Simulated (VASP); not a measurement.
Wanted: the native input for a VASP 6.6.1 run.

```yaml
Task: single point
Functional: r2SCAN
Dispersion: rVV10
Potentials_or_basis: VASP PAW PBE potentials, release 64 (As, Rh_pv, Br)
Cutoff: 520 eV
k_mesh: 6 × 6 × 4
Occupations: fermi-dirac, width 0.03 eV
Spin: no spin polarisation
Dipole_correction: no
Further_INCAR_settings: ALGO = Normal; EDIFF = 1e-07; NBANDS = 41
```

Crystal: AsRhBr6.

```
As Rh Br
1.0
     5.11369    0.00000    0.00000
     0.00000    5.11369    0.00000
     0.00000    0.00000    6.86398
As Rh Br
1 1 6
Cartesian
  0.0000 0.0000 3.4320
  0.0000 0.0000 0.0000
  2.5568 2.5568 0.0000
  2.5568 2.5568 3.4320
  2.5568 0.0000 1.6330
  2.5568 0.0000 5.2310
  0.0000 2.5568 1.6330
  0.0000 2.5568 5.2310
```

The input as run:

POSCAR

```
AsRhBr6
1.0
    5.1136944755      0.0000000000      0.0000000000
    0.0000000000      5.1136944755      0.0000000000
    0.0000000000      0.0000000000      6.8639807438
As Rh Br
1 1 6
Direct
    0.0000000000      0.0000000000      0.5000000000
    0.0000000000      0.0000000000      0.0000000000
    0.5000000000      0.5000000000      0.0000000000
    0.5000000000      0.5000000000      0.5000000000
    0.5000000000      0.0000000000      0.2379094029
    0.5000000000      0.0000000000      0.7620905971
    0.0000000000      0.5000000000      0.2379094029
    0.0000000000      0.5000000000      0.7620905971
```

INCAR.step1

```
SYSTEM = AsRhBr6
  PREC = Accurate
  ENCUT = 520
  ISMEAR = -1
  SIGMA = 0.03
  LREAL = .FALSE.
  LASPH = .TRUE.
  NELM = 60
  NBANDS = 41
  GGA = PE
  ALGO = Normal
  EDIFF = 1E-4
  LWAVE = .TRUE.
  LCHARG = .FALSE.
```

INCAR.step2

```
SYSTEM = AsRhBr6
  PREC = Accurate
  ENCUT = 520
  EDIFF = 1E-7
  ISMEAR = -1
  SIGMA = 0.03
  LREAL = .FALSE.
  LASPH = .TRUE.
  NELM = 60
  ALGO = Normal
  ISIF = 2
  LWAVE = .FALSE.
  LCHARG = .FALSE.
  METAGGA = R2SCAN
  LMIXTAU = .TRUE.
  LUSE_VDW = .TRUE.
  IVDW_NL = 2
  BPARAM = 11.95
  CPARAM = 0.0093
  NBANDS = 41
  ISTART = 1
```

KPOINTS

```
Automatic mesh
0
G
  6 6 4
  0 0 0
```

Potentials or basis: VASP PAW PBE potentials, release 64 (As, Rh_pv, Br).

Command:

```sh
$ cat potpaw_PBE.64/As/POTCAR potpaw_PBE.64/Rh_pv/POTCAR potpaw_PBE.64/Br/POTCAR > POTCAR
$ cp INCAR.step1 INCAR
$ mpirun -np 1 vasp_std > vasp.out
$ cp INCAR.step2 INCAR
$ mpirun -np 1 vasp_std > vasp.out
```

Results of the run:

```json
{"Pressure": "0.2 GPa", "Largest force": "0.008 eV/Å", "Band gap on the k mesh": "zero (bands 31 and 32 overlap by 0.54 eV)"}
```

Caveat: the PAW data sets were made with another functional, which shifts forces and pressure a little.

Run time: 24 min on 1 thread of Oxide Virtual Turin-like Processor, with other jobs on the host, peak memory 0.71 GiB.
